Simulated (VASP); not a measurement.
Write the native input for VASP 6.6.1 that does the following.

| Quantity | Value |
| --- | --- |
| Task | single point |
| Functional | PBEsol |
| Potentials or basis | VASP PAW PBE potentials, release 64 (Te, Mo_sv) |
| Cutoff | 520 eV |
| k mesh | 12 × 12 × 4 |
| Occupations | gaussian, width 0.02 eV |
| Spin | no spin polarisation |
| Dipole correction | no |
| Further INCAR settings | ALGO = Normal; EDIFF = 1e-06; NBANDS = 20 |

The structure of Te2Mo lies in POSCAR:

```
Te2Mo
1.0
    3.4217911020      0.0000000000      0.0000000000
   -1.7108955510      2.9633580208      0.0000000000
    0.0000000000      0.0000000000      7.4038887877
Te Mo
2 1
Direct
    0.3333333333      0.6666666667      0.7543678477
    0.3333333333      0.6666666667      0.2456321523
    0.0000000000      0.0000000000      0.0000000000
```

These files were run (other wordings do the same):

INCAR

```
  PREC = Accurate
  ENCUT = 520
  EDIFF = 1E-6
  ISMEAR = 0
  SIGMA = 0.02
  LREAL = F
  LASPH = T
  NELM = 100
  ALGO = Normal
  ISIF = 2
  LWAVE = F
  LCHARG = F
  GGA = PS
  NBANDS = 20
```

KPOINTS

```
Automatic mesh
0
Gamma
  12 12 4
```

Potentials or basis: VASP PAW PBE potentials, release 64 (Te, Mo_sv).

Run with:

```console
$ cat potpaw_PBE.64/Te/POTCAR potpaw_PBE.64/Mo_sv/POTCAR > POTCAR
$ mpirun -np 1 vasp_std > vasp.out
```

It gave:

* Pressure: 4.2 GPa
* Largest force: 0.028 eV/Å
* Band gap on the k mesh: 0.81 eV, indirect (least direct gap 1.20 eV)

Caveat: the PAW data sets were made with another functional, which shifts forces and pressure a little; spin-orbit coupling is left out, which moves the levels of the heavy elements; this functional lacks dispersion, which binds the layers, so the pressure and a relaxed spacing across them are unreliable.

Wall time 34 s on 1 thread of Intel(R) Xeon(R) 6975P-C (Granite Rapids) (shared host), peak memory 0.24 GiB.
